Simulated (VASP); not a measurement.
Set up this calculation in VASP 6.6.1, as the native input.

| Item | Value |
| --- | --- |
| Task | single point |
| Functional | LDA |
| Potentials or basis | VASP PAW LDA potentials, release 64 (Ir) |
| Cutoff | 400 eV |
| k mesh | 15 × 15 × 1 |
| Occupations | gaussian, width 0.1 eV |
| Spin | no spin polarisation |
| Dipole correction | yes |
| Further INCAR settings | ALGO = Normal; EDIFF = 1e-06; NBANDS = 36; NELMDL = -8 |

The structure of Ir lies in POSCAR:

```
Ir
1.0
    2.6947084175      0.0000000000      0.0000000000
   -1.3473542087      2.3336859453      0.0000000000
    0.0000000000      0.0000000000     26.0011010473
Ir
6
Direct
    0.6666666667      0.3333333333      0.2884493232
    0.3333333333      0.6666666667      0.3730695939
    0.0000000000      0.0000000000      0.4576898646
    0.6666666667      0.3333333333      0.5423101354
    0.3333333333      0.6666666667      0.6269304061
    0.0000000000      0.0000000000      0.7115506768
```

One way to write it, as run:

INCAR

```
SYSTEM = Ir
PREC     = Accurate       ! precision mode
ENCUT    = 400            ! plane-wave cutoff, eV
EDIFF    = 1E-6           ! SCF threshold, eV
ISMEAR   = 0              ! smearing method
SIGMA    = 0.1            ! smearing width, eV
LREAL    = .FALSE.        ! projectors in reciprocal space
LASPH    = .TRUE.         ! aspherical terms in the spheres
NELM     = 120            ! most SCF steps
ALGO     = Normal         ! electronic algorithm
ISIF     = 2              ! what is computed and relaxed
LWAVE    = .FALSE.        ! write WAVECAR
LCHARG   = .FALSE.        ! write CHGCAR
LDIPOL   = .TRUE.       
IDIPOL   = 3            
DIPOL    = 0.5 0.5 0.500
NBANDS   = 36             ! bands
GGA_COMPAT= .FALSE.      
NELMDL   = -8
```

KPOINTS

```
regular mesh
0
G
  15 15 1
  0 0 0
```

Potentials or basis: VASP PAW LDA potentials, release 64 (Ir).

Launch:

```console
$ cat potpaw_LDA.64/Ir/POTCAR > POTCAR
$ mpirun -np 1 vasp_std > vasp.out
```

Results of the run:

```
Largest force          : 0.432 eV/Å
Band gap on the k mesh : zero (band 27 reaches 3.49 eV, above the bottom of band 28 at 1.30 eV)
```

Caveat: spin-orbit coupling is left out, which moves the levels of the heavy elements.

Wall time 4.1 min on 1 thread of Intel Xeon 6975P-C, with other jobs on the host, peak memory 0.23 GiB.
